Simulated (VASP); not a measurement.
# ScTa2N3 (R-3m) in VASP: a series of runs, part 2 of 2

VASP 6.6.1. Earlier steps stand in the parts before.

## (4) Single point, PBE

This run uses another cell than the first one, of 13.53 Å³/atom, 1.009 times its volume.

The input, INCAR:

```
ALGO = Normal ; EDIFF = 1E-6
ENCUT = 600 ; GGA = PE
GGA_COMPAT = F ; ISIF = 2
ISMEAR = 0 ; LASPH = T
LCHARG = F ; LREAL = F
LWAVE = F ; NBANDS = 35
NELM = 120 ; PREC = Accurate
SIGMA = 0.1
```

The input, KPOINTS:

```
k-points
0
Gamma
  6 6 6
```

The input, POSCAR:

```
ScTa2N3
1.0
    2.8237196657      1.6302753091      2.9401785538
   -2.8237196657      1.6302753091      2.9401785538
    0.0000000000     -3.2605506182      2.9401785538
Sc Ta N
1 2 3
Direct
    0.0000000000      0.0000000000      0.0000000000
    0.6959653842      0.6959653842      0.6959653842
    0.3040346158      0.3040346158      0.3040346158
    0.0000000000      0.5000000000      0.0000000000
    0.5000000000      0.0000000000      0.0000000000
    0.0000000000      0.0000000000      0.5000000000
```

Potentials or basis: VASP PAW PBE potentials, release 64 (Sc_sv, Ta_sv_GW, N).

Run with:

```bash
cat potpaw_PBE.64/Sc_sv/POTCAR potpaw_PBE.64/Ta_sv_GW/POTCAR potpaw_PBE.64/N/POTCAR > POTCAR
mpirun -np 1 vasp_std > vasp.out
```

OUTCAR:

```text
EDIFF = 1E-6
   ENCUT = 600
   GGA = PE
   ISIF = 2
   ISMEAR = 0
   LASPH = T
   LREAL = F
   NELM = 120
   PREC = Accurate

 ion  position               nearest neighbor table
   1  0.000  0.000  0.000-   6 2.20   6 2.20   4 2.20   5 2.20   4 2.20   5 2.20   2 2.68   3 2.68
                             3 3.27   2 3.27   3 3.27   2 3.27   3 3.27   2 3.27
   2  0.696  0.696  0.696-   6 2.03   5 2.03   4 2.03   1 2.68   1 3.27   1 3.27   1 3.27   3 3.30
                             3 3.30   3 3.30
   3  0.304  0.304  0.304-   6 2.03   5 2.03   4 2.03   1 2.68   1 3.27   1 3.27   1 3.27   2 3.30
[... 1124 lines left out ...]
  Total        0.2010190      0.2010190      0.1641428      0.0000000      0.0000000      0.0000000
  in kB        3.9658859      3.9658859      3.2383595      0.0000000      0.0000000      0.0000000
  external PRESSURE =       3.7233771 kB  Pullay stress =       0.0000000 kB

 VOLUME and BASIS-vectors are now :
 -----------------------------------------------------------------------------
  energy-cutoff  :      600.00
  volume of cell :       81.21
      direct lattice vectors                 reciprocal lattice vectors
     2.823719666  1.630275309  2.940178554     0.177071402  0.102232222  0.113371799
    -2.823719666  1.630275309  2.940178554    -0.177071402  0.102232222  0.113371799
     0.000000000 -3.260550618  2.940178554     0.000000000 -0.204464443  0.113371799

 POSITION                                       TOTAL-FORCE (eV/Angst)
 -----------------------------------------------------------------------------------
      0.00000      0.00000      0.00000         0.000000     -0.000000     -0.000000
      0.00000      0.00000      6.13879         0.000000      0.000000     -0.018281
      0.00000      0.00000      2.68175         0.000000      0.000000      0.018281
     -1.41186      0.81514      1.47009         0.000000      0.000000     -0.000000
      1.41186      0.81514      1.47009        -0.000000     -0.000000     -0.000000
      0.00000     -1.63028      1.47009        -0.000000      0.000000     -0.000000
 -----------------------------------------------------------------------------------
    total drift:                               -0.000000      0.000000     -0.000000

  FREE ENERGIE OF THE ION-ELECTRON SYSTEM (eV)
  ---------------------------------------------------
  free  energy   TOTEN  =       -62.6076622362 eV

  energy  without entropy=      -62.5878147292  energy(sigma->0) =      -62.59773848
```

OSZICAR:

```text
N       E                     dE             d eps       ncg     rms          rms(c)
DAV:   1     0.821949628790E+03    0.82195E+03   -0.28425E+04  2248   0.173E+03
DAV:   2     0.343041846280E+02   -0.78765E+03   -0.76431E+03  2689   0.537E+02
DAV:   3    -0.719230717475E+02   -0.10623E+03   -0.10315E+03  3449   0.200E+02
DAV:   4    -0.780121214173E+02   -0.60890E+01   -0.59322E+01  3608   0.477E+01
[... 14 lines left out ...]
DAV:  19    -0.626078135011E+02    0.21845E-02   -0.76390E-03  3496   0.471E-01    0.540E+00
DAV:  20    -0.626076825517E+02    0.13095E-03   -0.40702E-04  3864   0.124E-01    0.146E+00
DAV:  21    -0.626076727228E+02    0.98289E-05   -0.27337E-05  2904   0.292E-02    0.483E-01
DAV:  22    -0.626076628342E+02    0.98886E-05   -0.46344E-05  3344   0.328E-02    0.167E-01
DAV:  23    -0.626076622362E+02    0.59807E-06   -0.26401E-06  2424   0.985E-03
   1 F= -.62607662E+02 E0= -.62597738E+02  d E =-.198475E-01
```

Wall time 3.5 min (1 thread of Intel Xeon Platinum 8488C (Sapphire Rapids), shared host); peak memory 0.27 GiB.

Results:

| Item | Value |
| --- | --- |
| Free energy | -62.6077 eV |
| Pressure | 0.4 GPa |
| Largest force | 0.018 eV/Å |
| Band gap on the k mesh | zero (band 26 reaches 8.38 eV, above the bottom of band 27 at 7.34 eV) |

Forces in eV/Å, atoms in the order of the input:
```
Sc   0.000  0.000  0.000
Ta   0.000  0.000 -0.018
Ta   0.000  0.000  0.018
N    0.000  0.000  0.000
N    0.000  0.000  0.000
N    0.000  0.000  0.000
```

Caveat: spin-orbit coupling is left out, which moves the levels of the heavy elements.

## (5) Summary

| potentials or basis | cell | cutoff (eV) | second run | gap on the mesh (eV) | pressure (GPa) | largest force (eV/Å) |
| --- | --- | --- | --- | --- | --- | --- |
| VASP PAW PBE potentials, release 64 (Sc_sv, Ta_pv, N) | a = 4.668 Å, angles 65.4°, 6 atoms | 520 | - | none | -18.0 | 2.20 |
| VASP PAW PBE potentials, release 64 (Sc_sv, Ta_pv, N) | a = 4.390 Å, angles 80.1°, 6 atoms | 520 | - | none | 0.7 | 0.05 |
| VASP PAW PBE potentials, release 64 (Sc_sv, Ta_sv_GW, N) | a = 4.390 Å, angles 80.1°, 6 atoms | 600 | valence_matched | none | 0.4 | 0.02 |

Alike in all rows: task single point; level PBE; no spin polarisation; k mesh 6 × 6 × 6; smearing gaussian 0.1 eV.

Caveats: spin-orbit coupling is left out, which moves the levels of the heavy elements; forces of over 1 eV/Å act on the atoms, so gaps and moduli don't describe the material at rest (some runs).

Absolute energies hang on the potentials; compare differences alone.
